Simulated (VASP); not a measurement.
Here is a VASP 6.6.1 calculation.

Contents of INCAR:

```
SYSTEM = Hf2SiBr
  ALGO = Normal
  EDIFF = 1E-7
  ENCUT = 520
  GGA = PE
  ISIF = 2
  ISMEAR = 0
  LASPH = .True.
  LCHARG = .True.
  LELF = .True.
  LREAL = .False.
  LVHAR = .True.
  LWAVE = .False.
  NBANDS = 24
  NELM = 80
  PREC = Accurate
  SIGMA = 0.1
```

The input KPOINTS:

```
k-points
0
Gamma
  6 6 4
  0 0 0
```

Contents of POSCAR:

```
Hf2SiBr
1.0
    3.2290509179      0.0000000023      0.0000000000
   -1.6145254610      2.7964401239      0.0000000000
    0.0000000000      0.0000000000     10.5206578670
Hf Si Br
2 1 1
Direct
    0.0000000000      0.0000000000      0.2541737206
    0.0000000000      0.0000000000      0.7458262794
    0.0000000000      0.0000000000      0.0000000000
    0.0000000000      0.0000000000      0.5000000000
```

Potentials or basis: VASP PAW PBE potentials, release 64 (Hf_pv, Si, Br).

Run with:

```sh
$ cat potpaw_PBE.64/Hf_pv/POTCAR potpaw_PBE.64/Si/POTCAR potpaw_PBE.64/Br/POTCAR > POTCAR
$ mpirun -np 1 vasp_std > vasp.out
```

Question: Estimate the band gap on the k mesh.

Answer: Zero (an odd number of electrons rules out a gap without spin polarisation).

Question: What does it give for the pressure?

Answer: -0.2 GPa.

Forces in eV/Å, atoms in the order of the input:
```
Hf   0.000  0.000  0.028
Hf   0.000  0.000 -0.028
Si   0.000  0.000  0.000
Br   0.000  0.000  0.000
```

Caveat: the k points lie up to 0.37 Å⁻¹ apart, too coarse for converged energies and pressures of a metal; spin-orbit coupling is left out, which moves the levels of the heavy elements; an odd number of electrons without spin polarisation forces a metal; a magnetic or distorted state may lie lower.
